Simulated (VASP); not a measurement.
Runs of VASP 6.6.1 on MnO (Manganosite). The structure is that of space group Fm-3m (No. 225), or close to it. The cells are those of the table. 

```csv
cell,gap on the mesh (eV),pressure (GPa)
"a = 2.920 Å, angles 60.0°, 2 atoms",none,(a)
"a = 2.861 Å, angles 60.0°, 2 atoms",none,12.2
"a = 2.881 Å, angles 60.0°, 2 atoms",none,6.2
"a = 2.939 Å, angles 60.0°, 2 atoms",none,-8.1
```

Alike in all rows: task single point; level PBE; potentials or basis VASP PAW PBE potentials, release 64 (Mn_pv, O); no spin polarisation; k mesh 14 × 14 × 14; cutoff (eV) 520; smearing gaussian 0.05 eV.

Estimate the missing entries.

(a) -3.8.

Caveats: an odd number of electrons without spin polarisation forces a metal; a magnetic or distorted state may lie lower; the run has no spin polarisation, though such a crystal can be magnetic; semilocal functionals often make such compounds metallic where correlation or magnetic order opens a gap, which also shifts bond lengths.

A gap of «none» marks levels without a gap at the run's occupations.
